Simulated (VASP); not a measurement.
CuAu:

```
Au Cu
1.0
     2.81075    0.00000    0.00000
     0.00000    2.81075    0.00000
     0.00000    0.00000    3.68500
Au Cu
1 1
Direct
  0.00000 0.00000 0.00000
  0.50000 0.50000 0.50000
```

Base run:

```yaml
Program: VASP 6.6.1
Functional: r2SCAN
Potentials_or_basis: VASP PAW PBE potentials, release 64 (Au, Cu)
Cutoff: 520 eV
k_mesh: 9 × 9 × 7
Occupations: fermi-dirac, width 0.05 eV
Spin: no spin polarisation
```

Its results: band gap on the k mesh zero (band 11 reaches 12.18 eV, above the bottom of band 12 at 6.52 eV); pressure -0.3 GPa.

**Question.** The run is repeated on the same cell with these changes: functional from r2SCAN to PBE. What comes out?

**Answer.** Band gap on the k mesh zero (band 11 reaches 12.19 eV, above the bottom of band 12 at 6.77 eV); pressure 4.4 GPa.

Caveats: spin-orbit coupling is left out, which moves the levels of the heavy elements; the PAW data sets were made with another functional, which shifts forces and pressure a little (some runs).
